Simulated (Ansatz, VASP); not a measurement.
**Two plane-wave programs on Co**

```xyz
4
Lattice="2.4372 0.0000 0.0000 -1.2186 2.1107 0.0000 0.0000 0.0000 7.9789" Properties=species:S:1:pos:R:3 pbc="T T T"
Co    1.2186    0.7036    5.9842
Co    0.0000    0.0000    3.9895
Co    0.0000    1.4071    1.9947
Co    0.0000    0.0000    0.0000
```

Alike in both runs: task single point; functional PBE; dispersion D4; k mesh 12 × 12 × 4; occupations fermi-dirac, width 0.05 eV; collinear spin.

|  | VASP | Ansatz |
| --- | --- | --- |
| version | VASP 6.6.1 | Ansatz 0.2.0 |
| potentials or method | VASP PAW PBE potentials, release 64 (Co_sv) | Ansatz PAW |
| plane-wave cutoff (eV) | 600 | 420 |
| valence electrons in the cell | 68 | 68 |

VASP gave:

```
gap on the k mesh at the Fermi level (eV)                     : none
pressure (GPa)                                                : 4.2
traceless stress, the component that is largest in VASP (GPa) : -2.74
net moment per atom (μB)                                      : 1.60
size of the moment on the site where the two differ most (μB) : 1.65
```

**Question.** What did Ansatz give for the same quantities?

**Answer.** gap on the k mesh at the Fermi level (eV): none; pressure (GPa): 8.2; traceless stress, the component that is largest in VASP (GPa): -2.71; net moment per atom (μB): 1.60; size of the moment on the site where the two differ most (μB): 1.65.

Site moments also hang on the region over which each program counts them. A gap of «none» marks a metal or a gap that the smearing closes.
